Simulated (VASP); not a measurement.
# HfC5 (P6/mmm) in VASP: a series of runs

HfC5 is run at these levels: PBE; tasks: single point.

Program: VASP 6.6.1. These are calculated values, not measurements. Logs are shortened: lines on timing, memory, paths and dates and some standing lists are left out, and cuts for length are marked.

### 1 The cell of the first run

It takes space group P6/mmm (No. 191, hexagonal). Conventional cell: a = 4.606 Å, b = 4.606 Å, c = 2.575 Å, α = 90.00°, β = 90.00°, γ = 120.00°. Within 3.4 Å of Hf (site symmetry 6/mmm) lie 2 Hf at 2.58 Å and 18 C at 2.64 to 2.66 Å. C (site symmetry mmm) has 10 C at 1.85 to 2.58 Å and 4 Hf at 2.64 Å within 2.7 Å. C (site symmetry -6m2) has 11 C at 1.85 to 2.66 Å and 3 Hf at 2.66 Å within 2.7 Å.

The cell was built from a structure type or drawn by symmetry, and may not be a known phase.

### 2 Single point, PBE

Contents of INCAR:

```
SYSTEM = HfC5
  ALGO = Normal
  EDIFF = 1E-7
  ENCUT = 520
  GGA = PE
  ISIF = 2
  ISMEAR = 0
  LASPH = .TRUE.
  LCHARG = .FALSE.
  LREAL = .FALSE.
  LWAVE = .FALSE.
  NBANDS = 24
  NELM = 100
  PREC = Accurate
  SIGMA = 0.1
```

Contents of KPOINTS:

```
k-points
0
G
  6 6 4
  0 0 0
```

Contents of POSCAR:

```
HfC5
1.0
    4.6057917416      0.0000000000      0.0000000000
   -2.3028958708      3.9887326528      0.0000000000
    0.0000000000      0.0000000000      2.5753397374
Hf C
1 5
Direct
    0.0000000000      0.0000000000      0.0000000000
    0.0000000000      0.5000000000      0.5000000000
    0.3333333333      0.6666666667      0.0000000000
    0.6666666667      0.3333333333      0.0000000000
    0.5000000000      0.0000000000      0.5000000000
    0.5000000000      0.5000000000      0.5000000000
```

Potentials or basis: VASP PAW PBE potentials, release 64 (Hf_pv, C).

The run is started by

```sh
$ cat potpaw_PBE.64/Hf_pv/POTCAR potpaw_PBE.64/C/POTCAR > POTCAR
$ mpirun -np 1 vasp_std > vasp.out
```

OUTCAR:

```text
SYSTEM = HfC5
   EDIFF = 1E-7
   ENCUT = 520
   GGA = PE
   ISIF = 2
   ISMEAR = 0
   LASPH = .TRUE.
   LREAL = .FALSE.
   NELM = 100
   PREC = Accurate

 ion  position               nearest neighbor table
   1  0.000  0.000  0.000-   5 2.64   5 2.64   5 2.64   5 2.64   2 2.64   6 2.64   2 2.64   2 2.64
                             6 2.64   2 2.64   6 2.64   6 2.64   4 2.66   3 2.66   4 2.66   3 2.66
   2  0.000  0.500  0.500-   3 1.85   4 1.85   3 1.85   4 1.85   1 2.64   1 2.64   1 2.64   1 2.64

   3  0.333  0.667  0.000-   2 1.85   2 1.85   5 1.85   5 1.85   6 1.85   6 1.85   1 2.66   1 2.66
                             1 2.66
   4  0.667  0.333  0.000-   2 1.85   2 1.85   5 1.85   5 1.85   6 1.85   6 1.85   1 2.66   1 2.66
                             1 2.66
   5  0.500  0.000  0.500-   3 1.85   4 1.85   3 1.85   4 1.85   1 2.64   1 2.64   1 2.64   1 2.64

   6  0.500  0.500  0.500-   3 1.85   4 1.85   3 1.85   4 1.85   1 2.64   1 2.64   1 2.64   1 2.64

  LATTYP: Found a hexagonal cell.
 ALAT       =     4.6057917416
 C/A-ratio  =     0.5591524502

  Lattice vectors:

 A1 = (   4.6057917416,   0.0000000000,   0.0000000000)
 A2 = (  -2.3028958708,   3.9887326528,   0.0000000000)
 A3 = (   0.0000000000,   0.0000000000,   2.5753397374)

Analysis of symmetry for initial positions (statically):
=====================================================================
 Subroutine PRICEL returns:
 Original cell was already a primitive cell.

 Routine SETGRP: Setting up the symmetry group for a
 hexagonal supercell.

 Subroutine GETGRP returns: Found 24 space group operations
 (whereof 24 operations were pure point group operations)
 out of a pool of 24 trial point group operations.

The static configuration has the point symmetry D_6h.

Analysis of symmetry for dynamics (positions and initial velocities):
=====================================================================
 Subroutine PRICEL returns:
 Original cell was already a primitive cell.

 Routine SETGRP: Setting up the symmetry group for a
 hexagonal supercell.

 Subroutine GETGRP returns: Found 24 space group operations
 (whereof 24 operations were pure point group operations)
 out of a pool of 24 trial point group operations.

The dynamic configuration has the point symmetry D_6h.

 Subroutine INISYM returns: Found 24 space group operations
 (whereof 24 operations are pure point group operations),
 and found     1 'primitive' translations

----------------------------------------------------------------------------------------
[... 101 lines left out ...]
   IBRION =     -1    ionic relax: 0-MD 1-quasi-New 2-CG
   NFREE  =      0    steps in history (QN), initial steepest desc. (CG)
   ISIF   =      2    stress and relaxation
   ISYM   =      2    0-nonsym 1-usesym 2-fastsym
   POTIM  = 0.5000    time-step for ionic-motion
   TEBEG  =    0.0;   TEEND  =   0.0 temperature during run
   PSTRESS=    0.0 pullay stress
   NELECT =      30.0000    total number of electrons
   NUPDOWN=      -1.0000    fix difference up-down
   EMIN   =  10.00;   EMAX   =-10.00  energy-range for DOS
   EFERMI =   0.00;   METHOD = LEGACY
   ISMEAR =     0;   SIGMA  =   0.10  broadening in eV -4-tet -1-fermi 0-gaus
   EFERMI_NEDOS =   21; number of points for ismear=-14 and -15
   IALGO  =     38    algorithm
   IMIX   =      4    mixing-type and parameters
     AMIX     =   0.40;   BMIX     =  1.00
     AMIX_MAG =   1.60;   BMIX_MAG =  1.00
  volume/ion in A,a.u.               =       7.89        53.21
  Fermi-wavevector in a.u.,A,eV,Ry     =   1.406449  2.657803 26.913669  1.978099
  Thomas-Fermi vector in A             =   2.528808
   LORBIT       =      0    0 simple, 1 ext, 2 COOP (PROOUT), +10 PAW based schemes
   GGA     = PE    functional components
   LHFCALC =     F    Hartree Fock is set to
   AEXX    =    0.0000 exact exchange contribution
   IVDW    =     0    specifies the selected vdW correction
   LEPSILON=     F    determine dielectric tensor
   LRPA    =     F    only Hartree local field effects (RPA)
 non-spin polarized calculation
 Gauss-broadening in eV      SIGMA  =   0.10
  energy-cutoff  :      520.00
  volume of cell :       47.31
 maximum number of plane-waves:      1294
 NGX is ok and might be reduce to    36
   NGX = 17   NGY = 17   NGZ =  9

 number of electron      29.9999999 magnetization

 Free energy of the ion-electron system (eV)
  ---------------------------------------------------
  ext. energy  EPLUGINS =         0.00000000
  ---------------------------------------------------
  free energy    TOTEN  =       -40.97633344 eV

  energy without entropy =      -40.96945162  energy(sigma->0) =      -40.97289253

 E-fermi :   9.0539     XC(G=0): -13.1580

 val. band max:        9.0498139498   @ k =   0.1667   0.1667   0.2500
 cond. band min:       9.1656189885   @ k =   0.0000   0.0000   0.2500
 fundamental gap:      0.1158050387
 Fermi energy:         9.0538750396

 k-point     1 :       0.0000    0.0000    0.0000
  band No.  band energies     occupation
      1     -22.5822      2.00000
      2     -22.5822      2.00000
      3     -21.4001      2.00000
      4     -10.2730      2.00000
      5      -5.0006      2.00000
      6      -3.4999      2.00000
[... 556 lines left out ...]
     23      11.7047      0.00000
     24      18.7814      0.00000

------------------------ aborting loop because EDIFF is reached ----------------------------------------

  FORCE on cell =-STRESS in cart. coord.  units (eV):
  Direction    XX          YY          ZZ          XY          YZ          ZX
  --------------------------------------------------------------------------------------
  -------------------------------------------------------------------------------------
  Total       -0.3521015     -0.3521015     -0.2672240      0.0000000      0.0000000      0.0000000
  in kB      -11.9235255    -11.9235255     -9.0492430      0.0000000      0.0000000      0.0000000
  external PRESSURE =     -10.9654313 kB  Pullay stress =       0.0000000 kB

 VOLUME and BASIS-vectors are now :
 -----------------------------------------------------------------------------
  energy-cutoff  :      520.00
  volume of cell :       47.31
      direct lattice vectors                 reciprocal lattice vectors
     4.605791742  0.000000000  0.000000000     0.217117937  0.125353099  0.000000000
    -2.302895871  3.988732653  0.000000000     0.000000000  0.250706198  0.000000000
     0.000000000  0.000000000  2.575339737     0.000000000  0.000000000  0.388298284

 POSITION                                       TOTAL-FORCE (eV/Angst)
 -----------------------------------------------------------------------------------
      0.00000      0.00000      0.00000         0.000000     -0.000000     -0.000000
     -1.15145      1.99437      1.28767         0.000000     -0.000000     -0.000000
     -0.00000      2.65916      0.00000        -0.000000      0.000000      0.000000
      2.30290      1.32958      0.00000         0.000000     -0.000000     -0.000000
      2.30290      0.00000      1.28767         0.000000     -0.000000     -0.000000
      1.15145      1.99437      1.28767         0.000000     -0.000000     -0.000000
 -----------------------------------------------------------------------------------
    total drift:                                0.000000      0.000000      0.000000

  FREE ENERGIE OF THE ION-ELECTRON SYSTEM (eV)
  ---------------------------------------------------
  free  energy   TOTEN  =       -40.9763334443 eV

  energy  without entropy=      -40.9694516229  energy(sigma->0) =      -40.97289253
```

OSZICAR:

```text
N       E                     dE             d eps       ncg     rms          rms(c)
DAV:   1     0.856325570643E+02    0.85633E+02   -0.15517E+04  1008   0.122E+03
DAV:   2    -0.373084759035E+02   -0.12294E+03   -0.11390E+03  1312   0.254E+02
DAV:   3    -0.429023199803E+02   -0.55938E+01   -0.54895E+01  1352   0.429E+01
DAV:   4    -0.429851398510E+02   -0.82820E-01   -0.82758E-01  1240   0.530E+00
DAV:   5    -0.429870902674E+02   -0.19504E-02   -0.19501E-02  1400   0.627E-01    0.358E+01
DAV:   6    -0.409908611819E+02    0.19962E+01   -0.35668E+00  1328   0.107E+01    0.311E+01
DAV:   7    -0.409885254548E+02    0.23357E-02   -0.46505E-01  1200   0.344E+00    0.170E+01
DAV:   8    -0.409803726773E+02    0.81528E-02   -0.49080E-02  1264   0.149E+00    0.127E+00
DAV:   9    -0.409767365388E+02    0.36361E-02   -0.10272E-02  1216   0.653E-01    0.482E-01
DAV:  10    -0.409763400991E+02    0.39644E-03   -0.93831E-04  1296   0.195E-01    0.137E-01
DAV:  11    -0.409763350416E+02    0.50574E-05   -0.95631E-05  1336   0.567E-02    0.295E-02
DAV:  12    -0.409763337050E+02    0.13366E-05   -0.85613E-06  1328   0.167E-02    0.140E-02
DAV:  13    -0.409763334846E+02    0.22046E-06   -0.36087E-07  1232   0.374E-03    0.692E-03
DAV:  14    -0.409763334443E+02    0.40260E-07   -0.11090E-07   936   0.204E-03
   1 F= -.40976333E+02 E0= -.40972893E+02  d E =-.688182E-02
```

stdout:

```text
POSCAR found type information on POSCAR HfC
 POSCAR found :  2 types and       6 ions
 scaLAPACK will be used
 LDA part: xc-table for (Slater+PW92), standard interpolation
 POSCAR, INCAR and KPOINTS ok, starting setup
 FFT: planning ... GRIDC
 FFT: planning ... GRID_SOFT
 FFT: planning ... GRID
 WAVECAR not read
 entering main loop
```

Wall time 25 s (1 thread of AMD EPYC 7R13 (Zen 3), shared host); peak memory 0.14 GiB.

What came out:

| Item | Value |
| --- | --- |
| Free energy | -40.9763 eV |
| Pressure | -1.1 GPa |
| Band gap on the k mesh | zero (bands 15 and 16 overlap by 2.79 eV) |

Caveat: the k points lie up to 0.61 Å⁻¹ apart, too coarse for converged energies and pressures of a metal; spin-orbit coupling is left out, which moves the levels of the heavy elements.

### 3 Single point, PBE

This run uses another cell than the first one, of 7.94 Å³/atom.

Contents of INCAR:

```
SYSTEM = HfC5
  PREC = Accurate
  ENCUT = 520
  EDIFF = 1E-7
  ISMEAR = 0
  SIGMA = 0.1
  LREAL = .False.
  LASPH = .True.
  NELM = 100
  ALGO = Normal
  ISIF = 2
  LWAVE = .False.
  LCHARG = .False.
  GGA = PE
  NBANDS = 24
```

Contents of KPOINTS:

```
Automatic mesh
0
Gamma
  12 12 14
  0 0 0
```

POSCAR, as its differences from that of step 2:

```diff
@@ -2,5 +2,5 @@
 1.0
-    4.6057917416      0.0000000000      0.0000000000
-   -2.3028958708      3.9887326528      0.0000000000
-    0.0000000000      0.0000000000      2.5753397374
+    4.6218103934      0.0000000000      0.0000000000
+   -2.3109051967      4.0026052121      0.0000000000
+    0.0000000000      0.0000000000      2.5765975426
 Hf C
```

Potentials or basis: VASP PAW PBE potentials, release 64 (Hf_pv, C).

The run is started by

```sh
$ cat potpaw_PBE.64/Hf_pv/POTCAR potpaw_PBE.64/C/POTCAR > POTCAR
$ mpirun -np 1 vasp_std > vasp.out
```

It took 2.4 min on 1 thread of AMD EPYC 7R13 (Zen 3), shared host; peak memory 0.25 GiB.

It converged, with:

```yaml
Free_energy: -41.1387 eV
Pressure: -1.1 GPa
Band_gap_on_the_k_mesh: zero (bands 15 and 16 overlap by 2.92 eV)
```

Stress tensor (GPa, compression positive):
```
-1.13  0.00  0.00
 0.00 -1.13  0.00
 0.00  0.00 -1.03
```

Levels at points of the mesh, in eV from the Fermi level:
```csv
k point,band 12,band 13,band 14,band 15,band 16,band 17,band 18,band 19
"(0.00, 0.00, 0.00)",0.87,0.87,1.05,1.71,1.95,1.95,2.13,3.29
"(0.50, 0.00, 0.00)",-2.13,-2.06,-2.02,0.41,1.58,1.89,3.39,3.89
"(0.00, 0.00, 0.50)",-6.09,-6.09,-0.78,-0.78,2.83,2.83,3.21,4.25
"(0.50, 0.00, 0.50)",-2.57,-2.40,-1.57,-1.28,-0.83,-0.78,1.05,2.30
```

Caveat: spin-orbit coupling is left out, which moves the levels of the heavy elements.

### 4 Single point, PBE

This run uses another cell than the first one, of 7.94 Å³/atom.

Contents of INCAR:

```
SYSTEM = HfC5
PREC = Accurate
ENCUT = 520
EDIFF = 1E-7
ISMEAR = 1
SIGMA = 0.1
LREAL = .False.
LASPH = .True.
NELM = 60
ALGO = Normal
ISIF = 2
LWAVE = .False.
LCHARG = .True.
GGA = PE
LELF = .True.
LVHAR = .True.
NBANDS = 24
```

Contents of KPOINTS:

```
regular mesh
0
Gamma
  12 12 14
  0 0 0
```

POSCAR, as its differences from that of step 3:

```diff
@@ -2,5 +2,5 @@
 1.0
-    4.6218103934      0.0000000000      0.0000000000
-   -2.3109051967      4.0026052121      0.0000000000
-    0.0000000000      0.0000000000      2.5765975426
+    4.6219039572      0.0000000000      0.0000000000
+   -2.3109519786      4.0026862408      0.0000000000
+    0.0000000000      0.0000000000      2.5763745682
 Hf C
```

Potentials or basis: VASP PAW PBE potentials, release 64 (Hf_pv, C).

The run is started by

```sh
$ cat potpaw_PBE.64/Hf_pv/POTCAR potpaw_PBE.64/C/POTCAR > POTCAR
$ mpirun -np 1 vasp_std > vasp.out
```

OUTCAR:

```text
SYSTEM = HfC5
   PREC = Accurate
   ENCUT = 520
   EDIFF = 1E-7
   ISMEAR = 1
   LREAL = .False.
   LASPH = .True.
   NELM = 60
   ISIF = 2
   GGA = PE

 ion  position               nearest neighbor table
   1  0.000  0.000  0.000-   5 2.65   5 2.65   5 2.65   5 2.65   2 2.65   6 2.65   2 2.65   2 2.65
                             6 2.65   2 2.65   6 2.65   6 2.65   4 2.67   3 2.67   4 2.67   3 2.67
   2  0.000  0.500  0.500-   3 1.85   4 1.85   3 1.85   4 1.85   1 2.65   1 2.65   1 2.65   1 2.65

   3  0.333  0.667  0.000-   2 1.85   2 1.85   5 1.85   5 1.85   6 1.85   6 1.85   1 2.67   1 2.67
                             1 2.67
   4  0.667  0.333  0.000-   2 1.85   2 1.85   5 1.85   5 1.85   6 1.85   6 1.85   1 2.67   1 2.67
                             1 2.67
   5  0.500  0.000  0.500-   3 1.85   4 1.85   3 1.85   4 1.85   1 2.65   1 2.65   1 2.65   1 2.65

   6  0.500  0.500  0.500-   3 1.85   4 1.85   3 1.85   4 1.85   1 2.65   1 2.65   1 2.65   1 2.65

  LATTYP: Found a hexagonal cell.
 ALAT       =     4.6219039572
 C/A-ratio  =     0.5574271106

  Lattice vectors:

 A1 = (   4.6219039572,   0.0000000000,   0.0000000000)
 A2 = (  -2.3109519786,   4.0026862408,   0.0000000000)
 A3 = (   0.0000000000,   0.0000000000,   2.5763745682)

Analysis of symmetry for initial positions (statically):
=====================================================================
 Subroutine PRICEL returns:
 Original cell was already a primitive cell.

 Routine SETGRP: Setting up the symmetry group for a
 hexagonal supercell.

 Subroutine GETGRP returns: Found 24 space group operations
 (whereof 24 operations were pure point group operations)
 out of a pool of 24 trial point group operations.

The static configuration has the point symmetry D_6h.

Analysis of symmetry for dynamics (positions and initial velocities):
=====================================================================
 Subroutine PRICEL returns:
[... 140 lines left out ...]
  Thomas-Fermi vector in A             =   2.525697
   LORBIT       =      0    0 simple, 1 ext, 2 COOP (PROOUT), +10 PAW based schemes
   GGA     = PE    functional components
   LHFCALC =     F    Hartree Fock is set to
   AEXX    =    0.0000 exact exchange contribution
   IVDW    =     0    specifies the selected vdW correction
   LEPSILON=     F    determine dielectric tensor
   LRPA    =     F    only Hartree local field effects (RPA)
 non-spin polarized calculation
 Methfessel and Paxton  Order N= 1 SIGMA  =   0.10
  energy-cutoff  :      520.00
  volume of cell :       47.66
 maximum number of plane-waves:      1306
 NGX is ok and might be reduce to    36
   NGX = 17   NGY = 17   NGZ =  9

 number of electron      29.9999999 magnetization

 Free energy of the ion-electron system (eV)
  ---------------------------------------------------
  ext. energy  EPLUGINS =         0.00000000
  ---------------------------------------------------
  free energy    TOTEN  =       -41.13275533 eV

  energy without entropy =      -41.13189221  energy(sigma->0) =      -41.13246762

 E-fermi :   8.7729     XC(G=0): -13.1179

 val. band max:        8.7589901784   @ k =   0.2500   0.1667   0.3571
 cond. band min:       8.7750080519   @ k =   0.3333   0.0000   0.2143
 fundamental gap:      0.0160178735
 Fermi energy:         8.7728659549

 k-point     1 :       0.0000    0.0000    0.0000
  band No.  band energies     occupation
      1     -22.4954      2.00000
      2     -22.4954      2.00000
      3     -21.1073      2.00000
      4     -10.3661      2.00000
      5      -5.1611      2.00000
      6      -3.6258      2.00000
[... 637 lines left out ...]
     23      14.6887      0.00000
     24      15.1390      0.00000

 [... further k-points ...]

------------------------ aborting loop because EDIFF is reached ----------------------------------------

  FORCE on cell =-STRESS in cart. coord.  units (eV):
  Direction    XX          YY          ZZ          XY          YZ          ZX
  --------------------------------------------------------------------------------------
  -------------------------------------------------------------------------------------
  Total       -0.3400939     -0.3400939     -0.3034773      0.0000000      0.0000000      0.0000000
  in kB      -11.4321509    -11.4321509    -10.2012942      0.0000000      0.0000000      0.0000000
  external PRESSURE =     -11.0218653 kB  Pullay stress =       0.0000000 kB

 VOLUME and BASIS-vectors are now :
 -----------------------------------------------------------------------------
  energy-cutoff  :      520.00
  volume of cell :       47.66
      direct lattice vectors                 reciprocal lattice vectors
     4.621903957  0.000000000  0.000000000     0.216361051  0.124916111  0.000000000
    -2.310951979  4.002686241  0.000000000     0.000000000  0.249832223  0.000000000
     0.000000000  0.000000000  2.576374568     0.000000000  0.000000000  0.388142319

 POSITION                                       TOTAL-FORCE (eV/Angst)
 -----------------------------------------------------------------------------------
      0.00000      0.00000      0.00000         0.000000      0.000000     -0.000000
     -1.15548      2.00134      1.28819         0.000000      0.000000     -0.000000
     -0.00000      2.66846      0.00000         0.000000     -0.000000      0.000000
      2.31095      1.33423      0.00000        -0.000000      0.000000     -0.000000
      2.31095      0.00000      1.28819         0.000000      0.000000     -0.000000
      1.15548      2.00134      1.28819         0.000000      0.000000     -0.000000
 -----------------------------------------------------------------------------------
    total drift:                                0.000000      0.000000      0.000000

  FREE ENERGIE OF THE ION-ELECTRON SYSTEM (eV)
  ---------------------------------------------------
  free  energy   TOTEN  =       -41.1327553300 eV

  energy  without entropy=      -41.1318922083  energy(sigma->0) =      -41.13246762
```

Run time: 2.4 min. Hardware: 1 thread of AMD EPYC 7R13 (Zen 3), shared host; peak memory 0.25 GiB.

What came out:

```yaml
Free_energy: -41.1328 eV
Pressure: -1.1 GPa
Band_gap_on_the_k_mesh: zero (bands 15 and 16 overlap by 2.92 eV)
```

Stress tensor (GPa, compression positive):
```
-1.14  0.00  0.00
 0.00 -1.14  0.00
 0.00  0.00 -1.02
```

Caveat: spin-orbit coupling is left out, which moves the levels of the heavy elements.

### 5 The runs side by side

| cell | k mesh | smearing | gap on the mesh (eV) | pressure (GPa) |
| --- | --- | --- | --- | --- |
| a = 4.606, b = 4.606, c = 2.575 Å, angles 90.0, 90.0, 120.0°, 6 atoms | 6 × 6 × 4 | gaussian 0.1 eV | none | -1.1 |
| a = 4.622, b = 4.622, c = 2.577 Å, angles 90.0, 90.0, 120.0°, 6 atoms | 12 × 12 × 14 | gaussian 0.1 eV | none | -1.1 |
| a = 4.622, b = 4.622, c = 2.576 Å, angles 90.0, 90.0, 120.0°, 6 atoms | 12 × 12 × 14 | methfessel-paxton 0.1 eV | none | -1.1 |

Alike in all rows: task single point; level PBE; potentials or basis VASP PAW PBE potentials, release 64 (Hf_pv, C); no spin polarisation; cutoff (eV) 520.

Caveats: some runs use coarse meshes; spin-orbit coupling is left out, which moves the levels of the heavy elements.

Absolute energies hang on the potentials; compare differences alone.
